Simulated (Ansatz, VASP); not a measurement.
**One calculation of SrZr2O3, two programs**

```
Sr Zr O
1.0
     6.83536    0.00000    0.00000
    -3.41768    5.91960    0.00000
     0.00000    0.00000    3.66142
Sr Zr O
1 2 3
Direct
  0.00000 0.00000 0.50000
  0.33333 0.66667 0.50000
  0.66667 0.33333 0.50000
  0.50000 0.00000 0.50000
  0.00000 0.50000 0.50000
  0.50000 0.50000 0.50000
```

Alike in both runs: functional PBE; k mesh 3 × 3 × 3; occupations gaussian, width 0.15 eV; no spin polarisation.

Ansatz relaxed the structure, and its values are those at the end. VASP's run is a single point on that final structure, the one shown.

|  | VASP | Ansatz |
| --- | --- | --- |
| version | VASP 6.6.1 | Ansatz 0.2.0 |
| potentials or method | VASP PAW PBE potentials, release 64 (Sr_sv, Zr_sv, O), cutoff 600 eV | scalar-relativistic, plane waves, PAW |
| valence electrons in the cell | 52 | 52 |

|  | VASP | Ansatz | Ansatz less VASP |
| --- | --- | --- | --- |
| gap on the k mesh at the Fermi level (eV) | none | none | - |
| pressure (GPa) | 0.2 | 0.1 | -0.08 |

A gap of «none» marks a metal or a gap that the smearing closes. With one functional, cell and mesh, what is left measures potentials, basis and numerics.

The k mesh is coarse, so the values compare programs but aren't converged.
